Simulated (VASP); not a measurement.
# NaTiO3 (Pm-3m) in VASP: further runs

Runs on NaTiO3. Level: LDA. Tasks: single point.

Everything below comes from runs of VASP 6.6.1. Logs are shortened: lines on timing, memory, paths and dates and some standing lists are left out, and cuts for length are marked.

## 1. The cell of the first run

It takes space group Pm-3m (No. 221, cubic). Conventional cell: a = 3.954 Å, b = 3.954 Å, c = 3.954 Å, α = 90.00°, β = 90.00°, γ = 90.00°. Na (site symmetry m-3m) has 12 O at 2.80 Å and 8 Ti at 3.42 Å within 3.7 Å. Within 2.6 Å of Ti (site symmetry m-3m) lie 6 O at 1.98 Å. O (site symmetry 4/mmm) has 2 Ti at 1.98 Å within 2.6 Å.

## 2. Single point, LDA

INCAR

```
SYSTEM = NaTiO3
ALGO = Normal ; EDIFF = 1E-6
ENCUT = 520 ; GGA = CA
ISIF = 2 ; ISMEAR = 1
LASPH = .TRUE. ; LCHARG = .TRUE.
LELF = .TRUE. ; LREAL = .FALSE.
LVHAR = .TRUE. ; LWAVE = .FALSE.
NBANDS = 26 ; NELM = 100
PREC = Accurate ; SIGMA = 0.1
```

KPOINTS

```
k-points
0
G
  6 6 6
  0 0 0
```

POSCAR

```
NaTiO3
1.0
    3.9536853758      0.0000000000      0.0000000000
    0.0000000000      3.9536853758      0.0000000000
    0.0000000000      0.0000000000      3.9536853758
Na Ti O
1 1 3
Direct
    0.0000000000      0.0000000000      0.0000000000
    0.5000000000      0.5000000000      0.5000000000
    0.5000000000      0.5000000000      0.0000000000
    0.5000000000      0.0000000000      0.5000000000
    0.0000000000      0.5000000000      0.5000000000
```

Potentials or basis: VASP PAW LDA potentials, release 64 (Na_pv, Ti_sv, O).

Run with:

```console
$ cat potpaw_LDA.64/Na_pv/POTCAR potpaw_LDA.64/Ti_sv/POTCAR potpaw_LDA.64/O/POTCAR > POTCAR
$ mpirun -np 1 vasp_std > vasp.out
```

OUTCAR:

```text
SYSTEM = NaTiO3
   EDIFF = 1E-6
   ENCUT = 520
   GGA = CA
   ISIF = 2
   ISMEAR = 1
   LASPH = .TRUE.
   LREAL = .FALSE.
   NELM = 100
   PREC = Accurate

 ion  position               nearest neighbor table
   1  0.000  0.000  0.000-
   2  0.500  0.500  0.500-   3 1.98   4 1.98   5 1.98   3 1.98   4 1.98   5 1.98
   3  0.500  0.500  0.000-   2 1.98   2 1.98
   4  0.500  0.000  0.500-   2 1.98   2 1.98
   5  0.000  0.500  0.500-   2 1.98   2 1.98

  LATTYP: Found a simple cubic cell.
 ALAT       =     3.9536853758

  Lattice vectors:

 A1 = (   3.9536853758,   0.0000000000,   0.0000000000)
 A2 = (   0.0000000000,   3.9536853758,   0.0000000000)
 A3 = (   0.0000000000,   0.0000000000,   3.9536853758)

Analysis of symmetry for initial positions (statically):
=====================================================================
 Subroutine PRICEL returns:
 Original cell was already a primitive cell.

 Routine SETGRP: Setting up the symmetry group for a
 simple cubic supercell.

 Subroutine GETGRP returns: Found 48 space group operations
 (whereof 48 operations were pure point group operations)
 out of a pool of 48 trial point group operations.

The static configuration has the point symmetry O_h .

Analysis of symmetry for dynamics (positions and initial velocities):
=====================================================================
 Subroutine PRICEL returns:
 Original cell was already a primitive cell.

 Routine SETGRP: Setting up the symmetry group for a
 simple cubic supercell.

 Subroutine GETGRP returns: Found 48 space group operations
 (whereof 48 operations were pure point group operations)
 out of a pool of 48 trial point group operations.

The dynamic configuration has the point symmetry O_h .

 Subroutine INISYM returns: Found 48 space group operations
 (whereof 48 operations are pure point group operations),
 and found     1 'primitive' translations

----------------------------------------------------------------------------------------

                                     Primitive cell

  volume of cell :      61.8025

  direct lattice vectors                    reciprocal lattice vectors
     3.953685376  0.000000000  0.000000000     0.252928573  0.000000000  0.000000000
     0.000000000  3.953685376  0.000000000     0.000000000  0.252928573  0.000000000
     0.000000000  0.000000000  3.953685376     0.000000000  0.000000000  0.252928573

  length of vectors
     3.953685376  3.953685376  3.953685376     0.252928573  0.252928573  0.252928573

  position of ions in fractional coordinates (direct lattice)
     0.000000000  0.000000000  0.000000000
     0.500000000  0.500000000  0.500000000
     0.500000000  0.500000000  0.000000000
     0.500000000  0.000000000  0.500000000
     0.000000000  0.500000000  0.500000000

  ion indices of the primitive-cell ions
   primitive index   ion index
                 1           1
                 2           2
                 3           3
                 4           4
                 5           5

----------------------------------------------------------------------------------------

 KPOINTS: k-points

Automatic generation of k-mesh.
 Grid dimensions read from file:
 generate k-points for:    6    6    6

 Generating k-lattice:

  Cartesian coordinates                     Fractional coordinates (reciprocal lattice)
     0.042154762  0.000000000  0.000000000     0.166666667  0.000000000  0.000000000
     0.000000000  0.042154762  0.000000000     0.000000000  0.166666667  0.000000000
     0.000000000  0.000000000  0.042154762     0.000000000  0.000000000  0.166666667

  Length of vectors
     0.042154762  0.042154762  0.042154762

  Shift w.r.t. Gamma in fractional coordinates (k-lattice)
     0.000000000  0.000000000  0.000000000

 Subroutine IBZKPT returns following result:
 ===========================================

 Found     20 irreducible k-points:

 Following reciprocal coordinates:
            Coordinates               Weight
  0.000000  0.000000  0.000000      1.000000
  0.166667  0.000000  0.000000      6.000000
  0.333333  0.000000  0.000000      6.000000
  0.500000  0.000000  0.000000      3.000000
  0.166667  0.166667  0.000000     12.000000
  0.333333  0.166667  0.000000     24.000000
[... 12 lines left out ...]
  0.500000  0.500000  0.333333      6.000000
  0.500000  0.500000  0.500000      1.000000
   k-points           NKPTS =     20   k-points in BZ     NKDIM =     20   number of bands    NBANDS=     26
   number of dos      NEDOS =    301   number of ions     NIONS =      5
   total plane-waves  NPLWV =  27000
   dimension x,y,z NGX =    30 NGY =   30 NGZ =   30
   dimension x,y,z NGXF=    60 NGYF=   60 NGZF=   60
   ions per type =               1   1   3
   NGX,Y,Z   is equivalent  to a cutoff of  12.61, 12.61, 12.61 a.u.
   NGXF,Y,Z  is equivalent  to a cutoff of  25.23, 25.23, 25.23 a.u.
 SYSTEM =  NaTiO3
   PREC   = accura    normal or accurate (medium, high low for compatibility)
   ISTART =      0    job   : 0-new  1-cont  2-samecut
   ICHARG =      2    charge: 1-file 2-atom 10-const
   ISPIN  =      1    spin polarized calculation?
   LNONCOLLINEAR =      F non collinear calculations
   LSORBIT =      F    spin-orbit coupling
   LASPH  =      T    aspherical Exc in radial PAW
   ENCUT  =  520.0 eV  38.22 Ry    6.18 a.u.   7.35  7.35  7.35*2*pi/ulx,y,z
   NELM   =    100;   NELMIN=  2; NELMDL= -5     # of ELM steps
   EDIFF  = 0.1E-05   stopping-criterion for ELM
   LREAL  =      F    real-space projection
   EDIFFG = 0.1E-04   stopping-criterion for IOM
   NSW    =      0    number of steps for IOM
   IBRION =     -1    ionic relax: 0-MD 1-quasi-New 2-CG
   NFREE  =      0    steps in history (QN), initial steepest desc. (CG)
   ISIF   =      2    stress and relaxation
   ISYM   =      2    0-nonsym 1-usesym 2-fastsym
   POTIM  = 0.5000    time-step for ionic-motion
   TEBEG  =    0.0;   TEEND  =   0.0 temperature during run
   PSTRESS=    0.0 pullay stress
   NELECT =      37.0000    total number of electrons
   NUPDOWN=      -1.0000    fix difference up-down
   EMIN   =  10.00;   EMAX   =-10.00  energy-range for DOS
   EFERMI =   0.00;   METHOD = LEGACY
   ISMEAR =     1;   SIGMA  =   0.10  broadening in eV -4-tet -1-fermi 0-gaus
   EFERMI_NEDOS =   21; number of points for ismear=-14 and -15
   IALGO  =     38    algorithm
   IMIX   =      4    mixing-type and parameters
     AMIX     =   0.40;   BMIX     =  1.00
     AMIX_MAG =   1.60;   BMIX_MAG =  1.00
  volume/ion in A,a.u.               =      12.36        83.41
  Fermi-wavevector in a.u.,A,eV,Ry     =   1.379770  2.607387 25.902291  1.903765
  Thomas-Fermi vector in A             =   2.504709
   LORBIT       =      0    0 simple, 1 ext, 2 COOP (PROOUT), +10 PAW based schemes
   GGA     = CA    functional components
   LHFCALC =     F    Hartree Fock is set to
   AEXX    =    0.0000 exact exchange contribution
   IVDW    =     0    specifies the selected vdW correction
   LEPSILON=     F    determine dielectric tensor
   LRPA    =     F    only Hartree local field effects (RPA)
 non-spin polarized calculation
 Methfessel and Paxton  Order N= 1 SIGMA  =   0.10
  energy-cutoff  :      520.00
  volume of cell :       61.80
 maximum number of plane-waves:      1743
 NGX is ok and might be reduce to    30
   NGX = 15   NGY = 15   NGZ = 15

 number of electron      36.9999984 magnetization

 Free energy of the ion-electron system (eV)
  ---------------------------------------------------
  ext. energy  EPLUGINS =         0.00000000
  ---------------------------------------------------
  free energy    TOTEN  =       -38.31631171 eV

  energy without entropy =      -38.31386239  energy(sigma->0) =      -38.31549527

 E-fermi :   1.4590     XC(G=0): -10.6673

 val. band max:        1.4441326291   @ k =   0.3333   0.3333   0.1667
 cond. band min:       1.4763004610   @ k =   0.5000   0.3333   0.3333
 fundamental gap:      0.0321678320
 Fermi energy:         1.4589775860

 k-point     1 :       0.0000    0.0000    0.0000
  band No.  band energies     occupation
      1     -54.1088      2.00000
      2     -30.7222      2.00000
      3     -30.7222      2.00000
      4     -30.7222      2.00000
      5     -19.8013      2.00000
      6     -19.8013      2.00000
[... 18 lines left out ...]
     25       6.7147      0.00000
     26      12.9244      0.00000

 k-point     2 :       0.1667    0.0000    0.0000
  band No.  band energies     occupation
      1     -54.1085      2.00000
      2     -30.7373      2.00000
      3     -30.7216      2.00000
      4     -30.7216      2.00000
      5     -19.8075      2.00000
      6     -19.8009      2.00000
[... 18 lines left out ...]
     25       7.2426      0.00000
     26      12.4840      0.00000

 k-point     3 :       0.3333    0.0000    0.0000
  band No.  band energies     occupation
      1     -54.1078      2.00000
      2     -30.7675      2.00000
      3     -30.7205      2.00000
      4     -30.7205      2.00000
      5     -19.8197      2.00000
      6     -19.8002      2.00000
[... 18 lines left out ...]
     25       8.5054      0.00000
     26      11.3785      0.00000

 k-point     4 :       0.5000    0.0000    0.0000
  band No.  band energies     occupation
      1     -54.1075      2.00000
      2     -30.7824      2.00000
      3     -30.7199      2.00000
      4     -30.7199      2.00000
      5     -19.8257      2.00000
      6     -19.7999      2.00000
[... 18 lines left out ...]
     25       9.6065      0.00000
     26      10.2905      0.00000

 k-point     5 :       0.1667    0.1667    0.0000
  band No.  band energies     occupation
      1     -54.1081      2.00000
      2     -30.7368      2.00000
      3     -30.7367      2.00000
      4     -30.7210      2.00000
      5     -19.8080      2.00000
      6     -19.8052      2.00000
[... 18 lines left out ...]
     25       7.6633      0.00000
     26      12.5804      0.00000

 k-point     6 :       0.3333    0.1667    0.0000
  band No.  band energies     occupation
      1     -54.1075      2.00000
      2     -30.7669      2.00000
      3     -30.7356      2.00000
      4     -30.7199      2.00000
      5     -19.8180      2.00000
      6     -19.8048      2.00000
[... 311 lines left out ...]
 k-point    17 :       0.3333    0.3333    0.3333
  band No.  band energies     occupation
      1     -54.1059      2.00000
      2     -30.7640      2.00000
      3     -30.7637      2.00000
      4     -30.7637      2.00000
      5     -19.8122      2.00000
      6     -19.8098      2.00000
[... 18 lines left out ...]
     25       9.8601      0.00000
     26      11.9956      0.00000

 k-point    18 :       0.5000    0.3333    0.3333
  band No.  band energies     occupation
      1     -54.1056      2.00000
      2     -30.7786      2.00000
      3     -30.7633      2.00000
      4     -30.7630      2.00000
      5     -19.8145      2.00000
      6     -19.8100      2.00000
[... 18 lines left out ...]
     25       9.8829      0.00000
     26      12.3009      0.00000

 k-point    19 :       0.5000    0.5000    0.3333
  band No.  band energies     occupation
      1     -54.1053      2.00000
      2     -30.7780      2.00000
      3     -30.7780      2.00000
      4     -30.7625      2.00000
      5     -19.8130      2.00000
      6     -19.8130      2.00000
[... 18 lines left out ...]
     25       9.6832      0.00000
     26      12.6936      0.00000

 k-point    20 :       0.5000    0.5000    0.5000
  band No.  band energies     occupation
      1     -54.1049      2.00000
      2     -30.7773      2.00000
      3     -30.7773      2.00000
      4     -30.7773      2.00000
      5     -19.8118      2.00000
      6     -19.8118      2.00000
[... 18 lines left out ...]
     25       9.6623      0.00000
     26      13.6824      0.00000

------------------------ aborting loop because EDIFF is reached ----------------------------------------

  FORCE on cell =-STRESS in cart. coord.  units (eV):
  Direction    XX          YY          ZZ          XY          YZ          ZX
  --------------------------------------------------------------------------------------
  -------------------------------------------------------------------------------------
  Total       -5.7292046     -5.7292046     -5.7292046     -0.0000000     -0.0000000      0.0000000
  in kB     -148.5246691   -148.5246691   -148.5246691     -0.0000000     -0.0000000      0.0000000
  external PRESSURE =    -148.5246691 kB  Pullay stress =       0.0000000 kB

 VOLUME and BASIS-vectors are now :
 -----------------------------------------------------------------------------
  energy-cutoff  :      520.00
  volume of cell :       61.80
      direct lattice vectors                 reciprocal lattice vectors
     3.953685376  0.000000000  0.000000000     0.252928573  0.000000000  0.000000000
     0.000000000  3.953685376  0.000000000     0.000000000  0.252928573  0.000000000
     0.000000000  0.000000000  3.953685376     0.000000000  0.000000000  0.252928573

 POSITION                                       TOTAL-FORCE (eV/Angst)
 -----------------------------------------------------------------------------------
      0.00000      0.00000      0.00000         0.000000      0.000000      0.000000
      1.97684      1.97684      1.97684         0.000000      0.000000      0.000000
      1.97684      1.97684      0.00000         0.000000      0.000000      0.000000
      1.97684      0.00000      1.97684         0.000000      0.000000      0.000000
      0.00000      1.97684      1.97684         0.000000      0.000000      0.000000
 -----------------------------------------------------------------------------------
    total drift:                                0.000000      0.000000     -0.000000

  FREE ENERGIE OF THE ION-ELECTRON SYSTEM (eV)
  ---------------------------------------------------
  free  energy   TOTEN  =       -38.3163117113 eV

  energy  without entropy=      -38.3138623885  energy(sigma->0) =      -38.31549527
```

Run time: 19 s. Hardware: 1 thread of Intel Xeon Platinum 8488C (Sapphire Rapids), shared host; peak memory 0.16 GiB.

Results:

```
Free energy : -38.3163 eV
Pressure    : -14.9 GPa
```

Caveat: an odd number of electrons without spin polarisation forces a metal; a magnetic or distorted state may lie lower; semilocal functionals often make such compounds metallic where correlation or magnetic order opens a gap, which also shifts bond lengths.

## 3. Single point, LDA

This run uses another cell than the first one, of 12.84 Å³/atom, 1.038 times its volume.

INCAR

```
PREC     = Accurate       # precision mode
ENCUT    = 520            # plane-wave cutoff, eV
EDIFF    = 1E-7           # SCF threshold, eV
ISMEAR   = 1              # smearing method
SIGMA    = 0.1            # smearing width, eV
LREAL    = False          # projectors in reciprocal space
LASPH    = True           # aspherical terms in the spheres
NELM     = 80             # most SCF steps
ALGO     = Normal         # electronic algorithm
ISIF     = 2              # what is computed and relaxed
LWAVE    = False          # write WAVECAR
LCHARG   = False          # write CHGCAR
GGA      = CA             # functional
NBANDS   = 26             # bands
```

KPOINTS

```
regular mesh
0
Gamma
  6 6 6
```

POSCAR, as its differences from that of step 2:

```diff
@@ -2,5 +2,5 @@
 1.0
-    3.9536853758      0.0000000000      0.0000000000
-    0.0000000000      3.9536853758      0.0000000000
-    0.0000000000      0.0000000000      3.9536853758
+    4.0037373396      0.0000000000      0.0000000000
+    0.0000000000      4.0037373396      0.0000000000
+    0.0000000000      0.0000000000      4.0037373396
 Na Ti O
```

Potentials or basis: VASP PAW LDA potentials, release 64 (Na_pv, Ti_sv, O).

Run with:

```console
$ cat potpaw_LDA.64/Na_pv/POTCAR potpaw_LDA.64/Ti_sv/POTCAR potpaw_LDA.64/O/POTCAR > POTCAR
$ mpirun -np 1 vasp_std > vasp.out
```

Wall time 21 s (1 thread of Intel Xeon Platinum 8488C (Sapphire Rapids), shared host); peak memory 0.16 GiB.

Results (log left out):

| Quantity | Value |
| --- | --- |
| Free energy | -38.0704 eV |
| Pressure | -18.5 GPa |

Levels at points of the mesh, in eV from the Fermi level:
| k point | band 17 | band 18 | band 19 | band 20 | band 21 | band 22 |
| --- | --- | --- | --- | --- | --- | --- |
| (0.00, 0.00, 0.00) | -0.25 | -0.25 | -0.25 | 2.19 | 2.19 | 2.19 |
| (0.50, 0.00, 0.00) | -0.95 | -0.36 | -0.36 | 2.23 | 3.70 | 3.70 |
| (0.50, 0.50, 0.00) | -1.38 | -1.38 | 0.29 | 3.71 | 3.71 | 4.25 |
| (0.50, 0.50, 0.50) | 0.31 | 0.31 | 0.31 | 4.27 | 4.27 | 4.27 |

Caveat: an odd number of electrons without spin polarisation forces a metal; a magnetic or distorted state may lie lower; semilocal functionals often make such compounds metallic where correlation or magnetic order opens a gap, which also shifts bond lengths.

[end of part 1 of 2]
